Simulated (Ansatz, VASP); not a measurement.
# GaSb in VASP and in Ansatz

INCAR

```
SYSTEM = GaSb
PREC = Accurate
ENCUT = 500
EDIFF = 1E-6
ISMEAR = -1
SIGMA = 0.1
LREAL = .FALSE.
LASPH = .TRUE.
NELM = 120
ALGO = Normal
ISIF = 2
LWAVE = .FALSE.
LCHARG = .TRUE.
GGA = CA
LELF = .TRUE.
LVHAR = .TRUE.
NBANDS = 16
GGA_COMPAT = .FALSE.
```

Contents of KPOINTS:

```
Automatic mesh
0
G
  6 6 6
  0 0 0
```

Contents of POSCAR:

```
GaSb
1.0
   -2.7534340000      2.7534340000      1.5907070000
    2.7534340000     -2.7534340000      1.5907070000
    2.7534340000      2.7534340000     -1.5907070000
Ga Sb
1 1
Direct
    0.7500000000      0.2500000000      0.5000000000
    0.0000000000      0.0000000000      0.0000000000
```

Input for Ansatz:

```yaml
crystal:
  lattice:
    a: 5.506868
    b: 5.506868
    c: 3.181414
    alpha: 90.0
    beta: 90.0
    gamma: 90.0
  space_group: 119
  setting:
    hermann_mauguin: I-4m2
  atoms:
    - { symbol: Ga, position: [0.0, 0.5, 0.25] }
    - { symbol: Sb, position: [0.0, 0.0, 0.0] }
  reduce_to_primitive: true
basis:
  ecutwfc: 557.833418042754
kpoints:
  mp_grid:
    grid: [6, 6, 6]
hamiltonian:
  xc: lda
scf:
  occupations:
    method: fermi_dirac
    width: 0.1
output:
  stress: true
```

Alike in both runs: task single point; functional LDA; k mesh 6 × 6 × 6; occupations fermi-dirac, width 0.1 eV; no spin polarisation.

```csv
,VASP,Ansatz
version,VASP 6.6.1,Ansatz 0.2.0
potentials or method,"VASP PAW LDA potentials, release 64 (Ga_d, Sb), cutoff 500 eV","plane waves, PAW"
valence electrons in the cell,18,28
```

Ansatz gave:

```
pressure (GPa)                                                : -4.0
traceless stress, the component that is largest in VASP (GPa) : -1.84
```

**Question.** What did VASP give for the same quantities?

**Answer.** Pressure (GPa): -3.9; traceless stress, the component that is largest in VASP (GPa): -1.86.

LDA's correlation is that of Perdew and Zunger in VASP and of Perdew and Wang (1992) in Ansatz. VASP's potentials hold 18 valence electrons a cell and Ansatz's 28, so a difference there can come from the potentials and not from the codes.

The k mesh is coarse, so the values compare programs but aren't converged. Neither program's run includes spin-orbit coupling.
